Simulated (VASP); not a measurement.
Write the native input for VASP 6.6.1 that does the following.

* Task: relaxation of cell and atoms
* Functional: PBE
* Potentials or basis: VASP PAW PBE potentials, release 64 (P)
* Cutoff: 600 eV
* k mesh: 24 × 24 × 22
* Occupations: gaussian, width 0.1 eV
* Spin: no spin polarisation
* Dipole correction: no
* Further INCAR settings: ALGO = Normal; EDIFF = 1e-06; IBRION = 2; EDIFFG = -0.01; NSW = 100; ISIF = 3

The structure of P lies in POSCAR:

```
P
1.0
    2.6062772401      0.0000000000      0.0000000000
   -1.3031386200      2.2571022992      0.0000000000
    0.0000000000      0.0000000000      2.4683253517
P
1
Direct
    0.0000000000      0.0000000000      0.5000000000
```

This isn't the form of P at room conditions, which is orthorhombic.

These files were run (other wordings do the same):

INCAR

```
SYSTEM = P
ALGO     = Normal         ! electronic algorithm
EDIFF    = 1E-6           ! SCF threshold, eV
EDIFFG   = -0.01          ! ionic threshold
ENCUT    = 600            ! plane-wave cutoff, eV
GGA      = PE             ! functional
IBRION   = 2              ! ionic algorithm
ISIF     = 3              ! what is computed and relaxed
ISMEAR   = 0              ! smearing method
LASPH    = .TRUE.         ! aspherical terms in the spheres
LCHARG   = .FALSE.        ! write CHGCAR
LREAL    = .FALSE.        ! projectors in reciprocal space
LWAVE    = .FALSE.        ! write WAVECAR
NELM     = 60             ! most SCF steps
NSW      = 100            ! ionic steps
PREC     = Accurate       ! precision mode
SIGMA    = 0.1            ! smearing width, eV
```

KPOINTS

```
k-points
0
G
  24 24 22
  0 0 0
```

Potentials or basis: VASP PAW PBE potentials, release 64 (P).

Launch:

```console
$ cat potpaw_PBE.64/P/POTCAR > POTCAR
$ mpirun -np 1 vasp_std > vasp.out
```

Results of the run:

The relaxed volume is 14.71 Å³/atom and the relaxed cell is a = 2.634 Å, b = 2.634 Å, c = 2.447 Å, α = 90.00°, β = 90.00°, γ = 120.00°. The space group after relaxing (to 0.1 Å) is P6/mmm (No. 191). The energy gained by relaxing is 3.4 meV/atom and the ionic steps are 6. The pressure after relaxing is 0.0 GPa and the band gap on the k mesh is zero (an odd number of electrons rules out a gap without spin polarisation).

Wall time 2.8 min on 1 thread of Intel Xeon 8259CL (shared host), peak memory 0.19 GiB.
